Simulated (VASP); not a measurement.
# Al16CN16 (a cell with a defect) in VASP: a series of runs

Al16CN16 (a cell with a defect) is run at these levels: PBE; tasks: single point.

Everything below comes from runs of VASP 6.6.1. Logs are shortened: lines on timing, memory, paths and dates and some standing lists are left out, and cuts for length are marked.

**1. The cell of the first run**

The cell holds a defect, 33 atoms: a = 6.260 Å, b = 6.260 Å, c = 10.035 Å, α = 90.00°, β = 90.00°, γ = 120.00°.

**2. Single point, PBE, collinear spin**

The input, INCAR:

```
SYSTEM = Al16CN16
PREC = Accurate ; ENCUT = 520
EDIFF = 1E-6 ; ISMEAR = 0
SIGMA = 0.01 ; LREAL = Auto
LASPH = .True. ; NELM = 200
ALGO = Normal ; ISIF = 2
LWAVE = .False. ; LCHARG = .True.
ISPIN = 2 ; MAGMOM = 0 0 0 0 0 0.01 0 0 0 0.01 0 0 0 0 0 0 0.14 0 0 0 0.01 0.01 0 0.01 0.01 0.02 0 0.01 0.01 0 0 0 0.18
LORBIT = 11 ; NUPDOWN = 1.0
GGA = PE ; LELF = .True.
LVHAR = .True. ; NELECT = 133.0
NBANDS = 92 ; GGA_COMPAT = .False.
ISYM = -1
```

The input, KPOINTS:

```
explicit points
1
Reciprocal
  0.25000000   0.25000000   0.25000000 1
```

The input, POSCAR:

```
Al16CN16
1.0
    6.2595139092      0.0000000618      0.0000000000
   -3.1297570081      5.4208980298      0.0000000000
    0.0000000000      0.0000000000     10.0348065900
Al N C
16 16 1
Direct
    0.3250098375      0.1583557916      0.2252470321
    0.1429435419      0.3412963854      0.4952119836
    0.3261972072      0.1584721220      0.7239624099
    0.1573257089      0.3266415531      0.9904289281
    0.3191359692      0.6574537815      0.2437817431
    0.1443877303      0.8064213031      0.5093870954
    0.3231968411      0.6577039260      0.7501370821
    0.1565171995      0.8277696662      0.9884028292
    0.8265222143      0.1649005071      0.2437452256
    0.6789788239      0.3406868731      0.5098325256
    0.8264546629      0.1610228873      0.7502254915
    0.6561474098      0.3274856265      0.9884958255
    0.8245472672      0.6593989407      0.2459225692
    0.6502348769      0.8341515901      0.4952948803
    0.8203849521      0.6643856106      0.7545516868
    0.6558816013      0.8281683461      1.0007897116
    0.3572405129      0.1283284355      0.5315058885
    0.1554455683      0.3286369072      0.1764130981
    0.3216881108      0.1621850710      0.9294292591
    0.1527930044      0.3311775530      0.6867087036
    0.3167702257      0.6702911055      0.4331333067
    0.1538445892      0.8182172764      0.1765844272
    0.3268811385      0.6627929453      0.9369594097
    0.1436788303      0.8043750069      0.7017046784
    0.8137060648      0.1674146045      0.4330479514
    0.6651636250      0.3297635615      0.1767395224
    0.8211954362      0.1571638292      0.9370147610
    0.6806007304      0.3412437520      0.7018912382
    0.8194683609      0.6648385929      0.4387935126
    0.6575556388      0.8265349636      0.1893841547
    0.8183294093      0.6655323228      0.9402244852
    0.6564225450      0.8278318323      0.6855513466
    0.2933150807      0.1886954501      0.4068846447
```

Potentials or basis: VASP PAW PBE potentials, release 64 (Al, N, C).

Run with:

```console
$ cat potpaw_PBE.64/Al/POTCAR potpaw_PBE.64/N/POTCAR potpaw_PBE.64/C/POTCAR > POTCAR
$ mpirun -np 1 vasp_std > vasp.out
```

OUTCAR:

```text
SYSTEM = Al16CN16
   PREC = Accurate
   ENCUT = 520
   EDIFF = 1E-6
   ISMEAR = 0
   LREAL = Auto
   LASPH = .True.
   NELM = 200
   ISIF = 2
   ISPIN = 2
   LORBIT = 11
   NUPDOWN = 1.0
   GGA = PE
   NELECT = 133.0
   ISYM = -1

 ion  position               nearest neighbor table
   1  0.325  0.158  0.225-  33 1.85  18 1.91  26 1.91  22 1.91   8 2.98  12 2.98   4 2.98   5 3.12
                             9 3.12  13 3.13  13 3.14   9 3.15   5 3.15   2 3.35
   2  0.143  0.341  0.495-  33 1.87  21 1.89  25 1.89  20 1.92  17 2.34  10 2.91   6 2.91   3 3.03
                             5 3.05   9 3.05   7 3.08  11 3.08  14 3.13  14 3.13   1 3.35   6 3.36
   3  0.326  0.158  0.724-  20 1.91  24 1.93  28 1.93  17 1.96  19 2.06  10 2.88   6 2.88   2 3.03
                            11 3.13   7 3.14  15 3.15   7 3.15  15 3.15  11 3.15  12 3.20   8 3.20
   4  0.157  0.327  0.990-  18 1.87  19 1.88  27 1.90  23 1.90   1 2.98  11 3.00   7 3.01   9 3.11
                             5 3.11  12 3.12   8 3.12  16 3.13  16 3.13   8 3.14  12 3.14   3 3.24
   5  0.319  0.657  0.244-  22 1.89  21 1.90  18 1.91  30 1.91  16 3.05   2 3.05   9 3.08  14 3.10
                            13 3.10   4 3.11   1 3.12   8 3.13   1 3.15  13 3.16   9 3.18   6 3.19
   6  0.144  0.806  0.509-  17 1.79  21 1.84  29 1.90  24 1.93  33 2.33   3 2.88   2 2.91  10 2.91
                             7 3.00  15 3.03  14 3.09  13 3.16  14 3.19   5 3.19  10 3.35   2 3.36
   7  0.323  0.658  0.750-  24 1.84  23 1.87  20 1.88  32 1.92   6 3.00   4 3.01   8 3.01   2 3.08
                            15 3.09  16 3.10  11 3.11  14 3.11   3 3.14   3 3.15  11 3.15  15 3.17
   8  0.157  0.828  0.988-  22 1.89  23 1.89  31 1.90  19 1.91  15 2.97   1 2.98   7 3.01   4 3.12
                            16 3.13  12 3.13  12 3.13   5 3.13  16 3.14   4 3.14  13 3.15   3 3.20
   9  0.827  0.165  0.244-  26 1.89  25 1.90  18 1.91  30 1.91  16 3.05   2 3.05   5 3.08  14 3.10
                            13 3.10   4 3.11   1 3.12  12 3.13   1 3.15  13 3.16   5 3.18  10 3.20
  10  0.679  0.341  0.510-  17 1.79  25 1.84  29 1.90  28 1.93  33 2.35   3 2.88   2 2.91   6 2.91
                            11 3.00  15 3.02  14 3.09  13 3.16  14 3.19   9 3.20   6 3.35   2 3.36
  11  0.826  0.161  0.750-  28 1.84  27 1.87  20 1.88  32 1.92  10 3.00   4 3.00  12 3.01   2 3.08
                            15 3.09  16 3.09   7 3.11  14 3.11   3 3.13   3 3.15   7 3.15  15 3.17
  12  0.656  0.327  0.988-  26 1.89  27 1.89  31 1.90  19 1.91  15 2.97   1 2.98  11 3.01   4 3.12
                            16 3.13   8 3.13   8 3.13   9 3.13  16 3.14   4 3.14  13 3.15   3 3.20
  13  0.825  0.659  0.246-  30 1.90  22 1.92  26 1.92  29 1.94  16 3.07   9 3.10   5 3.10   1 3.13
                            14 3.14   1 3.14  12 3.15   8 3.15   5 3.16   9 3.16   6 3.16  10 3.16
  14  0.650  0.834  0.495-  32 1.91  25 1.91  21 1.91  29 1.92   6 3.09  10 3.09   9 3.10   5 3.10
                             7 3.11  11 3.11   2 3.13   2 3.13  13 3.14  10 3.19   6 3.19  15 3.19
  15  0.820  0.664  0.755-  28 1.83  24 1.84  31 1.86  32 1.91   8 2.97  12 2.97  10 3.02   6 3.03
                            16 3.05  11 3.09   7 3.09   3 3.15   3 3.15   7 3.17  11 3.17  14 3.19
  16  0.656  0.828  0.001-  31 1.86  30 1.89  27 1.89  23 1.90  15 3.05   9 3.05   5 3.05  13 3.07
                            11 3.09   7 3.10   8 3.13  12 3.13   4 3.13   4 3.13  12 3.14   8 3.14
  17  0.357  0.128  0.532-  33 1.42  10 1.79   6 1.79   3 1.96   2 2.34
  18  0.155  0.329  0.176-   4 1.87   1 1.91   5 1.91   9 1.91
[... 198 lines left out ...]
      6      -7.5879      1.00000
[... 70 lines left out ...]
     77      13.0225      0.00000
     78      13.2972      0.00000
 Fermi energy:         8.5781660764

 spin component 2

 k-point     1 :       0.2500    0.2500    0.2500
  band No.  band energies     occupation
      1      -9.6057      1.00000
      2      -8.4387      1.00000
      3      -8.0444      1.00000
      4      -7.9173      1.00000
      5      -7.6416      1.00000
      6      -7.5773      1.00000
[... 70 lines left out ...]
     77      13.0665      0.00000
     78      13.3617      0.00000
 [bands above 78 left out]

------------------------ aborting loop because EDIFF is reached ----------------------------------------

  FORCE on cell =-STRESS in cart. coord.  units (eV):
  Direction    XX          YY          ZZ          XY          YZ          ZX
  --------------------------------------------------------------------------------------
  -------------------------------------------------------------------------------------
  Total       28.0132590     17.5765569     32.0672054     -9.0272122      0.0655117      0.2762284
  in kB      131.8115186     82.7034317    150.8866583    -42.4759772      0.3082538      1.2997446
  external PRESSURE =     121.8005362 kB  Pullay stress =       0.0000000 kB

 VOLUME and BASIS-vectors are now :
 -----------------------------------------------------------------------------
  energy-cutoff  :      520.00
  volume of cell :      340.50
      direct lattice vectors                 reciprocal lattice vectors
     6.259513909  0.000000062  0.000000000     0.159756813  0.092235641  0.000000000
    -3.129757008  5.420898030  0.000000000    -0.000000002  0.184471279  0.000000000
     0.000000000  0.000000000 10.034806590     0.000000000  0.000000000  0.099653141

 POSITION                                       TOTAL-FORCE (eV/Angst)
 -----------------------------------------------------------------------------------
      1.53879      0.85843      2.26031        -0.002047     -0.001119      0.007959
     -0.17342      1.85013      4.96936        -0.011005      0.004557     -0.000985
      1.54586      0.85906      7.26482        -0.003236      0.004879     -0.002430
     -0.03753      1.77069      9.93876         0.010545     -0.006930      0.005036
     -0.06003      3.56399      2.44630        -0.004799      0.007750      0.001390
     -1.62011      4.37153      5.11160        -0.012839      0.010095     -0.004124
[... 25 lines left out ...]
      1.51797      4.48759      6.87938         0.005217     -0.010092      0.002004
      1.24544      1.02290      4.08301        -0.036985      0.014277     -0.068467
 -----------------------------------------------------------------------------------
    total drift:                               -0.017083     -0.016918      0.015123

  FREE ENERGIE OF THE ION-ELECTRON SYSTEM (eV)
  ---------------------------------------------------
  free  energy   TOTEN  =      -234.6089582976 eV

  energy  without entropy=     -234.6089582976  energy(sigma->0) =     -234.60895830

 total charge

# of ion       s       p       d       tot
------------------------------------------
    1        0.392   0.468   0.000   0.860
    2        0.402   0.471   0.000   0.872
    3        0.359   0.418   0.000   0.777
    4        0.381   0.449   0.000   0.830
    5        0.374   0.431   0.000   0.805
    6        0.380   0.468   0.000   0.848
[... 25 lines left out ...]
   32        1.230   2.609   0.000   3.838
   33        0.886   1.665   0.000   2.551
--------------------------------------------------
tot         26.707  50.980   0.000  77.688

 magnetization (x)

# of ion       s       p       d       tot
------------------------------------------
    1       -0.002  -0.000   0.000  -0.002
    2       -0.002  -0.002   0.000  -0.004
    3       -0.001  -0.001   0.000  -0.001
    4       -0.000   0.000   0.000   0.000
    5       -0.000  -0.000   0.000  -0.000
    6       -0.000   0.009   0.000   0.009
[... 25 lines left out ...]
   32       -0.000   0.000   0.000   0.000
   33        0.011   0.235   0.000   0.246
--------------------------------------------------
tot          0.026   0.490   0.000   0.516
```

OSZICAR:

```text
N       E                     dE             d eps       ncg     rms          rms(c)
DAV:   1     0.564626708176E+03    0.56463E+03   -0.62244E+04   368   0.131E+03
DAV:   2    -0.217620841363E+03   -0.78225E+03   -0.75470E+03   456   0.268E+02
DAV:   3    -0.272419571806E+03   -0.54799E+02   -0.54378E+02   448   0.748E+01
DAV:   4    -0.273224569011E+03   -0.80500E+00   -0.80241E+00   456   0.977E+00
DAV:   5    -0.273238572352E+03   -0.14003E-01   -0.13992E-01   456   0.127E+00    0.349E+01
DAV:   6    -0.234882396472E+03    0.38356E+02   -0.14790E+02   416   0.338E+01    0.126E+01
DAV:   7    -0.234750170219E+03    0.13223E+00   -0.57582E+00   440   0.754E+00    0.831E+00
DAV:   8    -0.234623559339E+03    0.12661E+00   -0.83827E-01   448   0.329E+00    0.229E+00
DAV:   9    -0.234605603747E+03    0.17956E-01   -0.14044E-01   432   0.141E+00    0.955E-01
DAV:  10    -0.234606953394E+03   -0.13496E-02   -0.34127E-02   440   0.572E-01    0.484E-01
DAV:  11    -0.234607980526E+03   -0.10271E-02   -0.35045E-03   432   0.217E-01    0.249E-01
DAV:  12    -0.234608766538E+03   -0.78601E-03   -0.12664E-03   424   0.139E-01    0.106E-01
DAV:  13    -0.234608925031E+03   -0.15849E-03   -0.33894E-04   448   0.808E-02    0.405E-02
DAV:  14    -0.234608953767E+03   -0.28737E-04   -0.11480E-04   440   0.398E-02    0.163E-02
DAV:  15    -0.234608956617E+03   -0.28492E-05   -0.13066E-05   432   0.151E-02    0.756E-03
DAV:  16    -0.234608958106E+03   -0.14893E-05   -0.52766E-06   416   0.790E-03    0.412E-03
DAV:  17    -0.234608958298E+03   -0.19164E-06   -0.59603E-07   288   0.325E-03
   1 F= -.23460896E+03 E0= -.23460896E+03  d E =-.550314E-36  mag=     1.0000
```

Wall time 6.1 min (1 thread of Intel Xeon 8259CL, shared host); peak memory 0.59 GiB.

Results:

```
Free energy                                           : -234.6090 eV
Largest force                                         : 0.079 eV/Å
Net moment                                            : 1.00 μB per cell
Site moments                                          : Al -0.00, +0.00, +0.01 (each value once); N +0.17, +0.00, -0.00, +0.01 (each value once); C +0.25 μB
Valence electrons inside the program's atomic spheres : Al 0.86, 0.87, 0.78, 0.83, 0.81, 0.85, 0.84, 0.82, 0.79 (each value once); N 4.00, 3.86, 3.82, 3.87, 3.85, 3.89, 3.83, 3.88, 3.84 (each value once); C 2.55
```

Forces in eV/Å, atoms in the order of the input:
```
Al  -0.002 -0.001  0.008
Al  -0.011  0.005 -0.001
Al  -0.003  0.005 -0.002
Al   0.011 -0.007  0.005
Al  -0.005  0.008  0.001
Al  -0.013  0.010 -0.004
Al  -0.005  0.004  0.001
Al  -0.003 -0.005  0.007
Al  -0.008  0.009  0.005
Al  -0.014  0.001  0.000
Al  -0.013  0.011  0.003
Al  -0.003  0.003  0.004
Al  -0.005  0.002 -0.012
Al   0.001  0.002 -0.001
Al   0.008 -0.008  0.010
Al   0.005  0.000  0.010
N    0.036 -0.020  0.057
N    0.007 -0.006 -0.004
N   -0.007  0.011 -0.006
N    0.003 -0.003 -0.007
N    0.002  0.002  0.001
N    0.009 -0.001  0.002
N   -0.002  0.007 -0.009
N    0.000 -0.002  0.009
N    0.001  0.010  0.003
N    0.005 -0.009  0.004
N   -0.002 -0.003 -0.004
N    0.001 -0.006  0.003
N    0.012 -0.005  0.010
N    0.019 -0.018 -0.003
N    0.011  0.000 -0.023
N    0.005 -0.010  0.002
C   -0.037  0.014 -0.068
```

Caveat: the cell carries a net charge on a neutralising background, which shifts energy and pressure; the cell is charged against a uniform background, so pressure and absolute levels hang on convention; the total moment is fixed, so each spin has its own Fermi level and the state may be an excited one.

**3. Single point, PBE, collinear spin**

The input, INCAR:

```
PREC     = Accurate       # precision mode
ENCUT    = 520            # plane-wave cutoff, eV
EDIFF    = 1E-6           # SCF threshold, eV
ISMEAR   = 0              # smearing method
SIGMA    = 0.01           # smearing width, eV
LREAL    = Auto         
LASPH    = T              # aspherical terms in the spheres
NELM     = 200            # most SCF steps
ALGO     = Normal         # electronic algorithm
ISIF     = 2              # what is computed and relaxed
LWAVE    = F              # write WAVECAR
LCHARG   = F              # write CHGCAR
ISPIN    = 2              # spin polarisation
MAGMOM   = 0 0 0 0 0 0 0 0 0.01 0.01 0 0 0 0.01 0 0 0 0 0 0.01 0.01 0 0 0 0.15 0.03 0 0 0.05 0 0 0 0.15 # initial moments
LORBIT   = 11             # projections on sites
NUPDOWN  = 1.0            # fixed moment
GGA      = PE             # functional
NELECT   = 131.0        
NBANDS   = 92             # bands
GGA_COMPAT= F            
ISYM     = -1
```

KPOINTS is that of step 2.

The input, POSCAR:

```
Al16CN16
1.0
    6.2595139092      0.0000000618      0.0000000000
   -3.1297570081      5.4208980298      0.0000000000
    0.0000000000      0.0000000000     10.0348065900
Al N C
16 16 1
Direct
    0.3327702427      0.1599093270      0.2451791718
    0.2124399843      0.3513599730      0.5147019600
    0.3375122986      0.1576447655      0.7538852928
    0.1718234146      0.3284604380      0.9934192541
    0.3312052181      0.6538398401      0.2431556486
    0.1744983387      0.8308059397      0.4975641622
    0.3406859615      0.6684274543      0.7510873354
    0.1683023156      0.8266237548      1.0004650996
    0.8165894601      0.1436150671      0.1987068498
    0.6606047209      0.3527559010      0.5105619357
    0.8426789661      0.1672432586      0.7485004360
    0.6643978281      0.3313540209      0.9915045487
    0.8316639239      0.6574329496      0.2431154521
    0.6652355698      0.8007908289      0.5032245092
    0.8452565310      0.6671209435      0.7500258625
    0.6624710337      0.8155080197      0.9887349678
    0.3404224098      0.1678855824      0.4387054022
    0.1636753301      0.3202474536      0.1839896218
    0.3305579520      0.1569778168      0.9390988066
    0.1848304079      0.3341313717      0.6979760314
    0.3423257905      0.6660913205      0.4364483666
    0.1680370183      0.8239870002      0.1898617944
    0.3298057258      0.6613962741      0.9365176937
    0.1752618331      0.8292734743      0.6857777838
    0.8809355047      0.2426275272      0.4860022726
    0.6614534628      0.3275452190      0.1799799681
    0.8314243464      0.1595946747      0.9405948933
    0.6696603007      0.3308133430      0.6950792822
    0.8416303633      0.6634592755      0.4355523749
    0.6549134066      0.8019240141      0.1734731967
    0.8395575193      0.6636726528      0.9350132410
    0.6766681496      0.8307379401      0.6886163830
   -0.1994353803      0.0958075483      0.3890074890
```

Potentials or basis: VASP PAW PBE potentials, release 64 (Al, N, C).

Run with:

```console
$ cat potpaw_PBE.64/Al/POTCAR potpaw_PBE.64/N/POTCAR potpaw_PBE.64/C/POTCAR > POTCAR
$ mpirun -np 1 vasp_std > vasp.out
```

Wall time 6.4 min (1 thread of Intel Xeon 8259CL, shared host); peak memory 0.59 GiB.

It converged, with:

| Quantity | Value |
| --- | --- |
| Free energy | -251.7230 eV |
| Largest force | 0.224 eV/Å |
| Net moment | 1.00 μB per cell |
| Site moments | Al -0.00, +0.00, +0.02, +0.01 (each value once); N +0.00, -0.00, +0.01, +0.21, +0.03, +0.04 (each value once); C +0.24 μB |
| Valence electrons inside the program's atomic spheres | Al 0.78, 0.84, 0.82, 0.80, 0.79, 0.81, 0.85, 0.83 (each value once); N 3.83, 3.87, 3.86, 3.82, 3.84, 3.99, 3.85 (each value once); C 2.58 |

Forces in eV/Å, atoms in the order of the input:
```
Al  -0.003  0.003 -0.005
Al  -0.012  0.021  0.007
Al   0.003 -0.001  0.010
Al   0.008  0.001  0.008
Al   0.001 -0.006  0.003
Al   0.004 -0.006  0.001
Al  -0.002  0.002  0.005
Al   0.003 -0.002 -0.004
Al  -0.003 -0.003 -0.012
Al   0.012  0.022  0.010
Al  -0.003  0.008  0.000
Al  -0.004  0.002  0.001
Al  -0.002 -0.010  0.003
Al   0.005 -0.001 -0.017
Al   0.001 -0.002  0.003
Al   0.001  0.000  0.009
N    0.003 -0.009 -0.008
N   -0.002  0.000  0.001
N    0.000  0.001 -0.001
N   -0.001  0.002  0.004
N   -0.003 -0.003  0.005
N   -0.004  0.004 -0.002
N    0.006 -0.002  0.001
N    0.001  0.004 -0.002
N   -0.015  0.145  0.168
N   -0.002  0.004 -0.005
N   -0.007  0.002 -0.015
N    0.004 -0.005  0.000
N    0.003 -0.010 -0.003
N    0.005 -0.005 -0.006
N   -0.008 -0.002 -0.002
N   -0.002  0.003  0.000
C    0.013 -0.159 -0.157
```

Caveat: the cell carries a net charge on a neutralising background, which shifts energy and pressure; the cell is charged against a uniform background, so pressure and absolute levels hang on convention; the total moment is fixed, so each spin has its own Fermi level and the state may be an excited one.
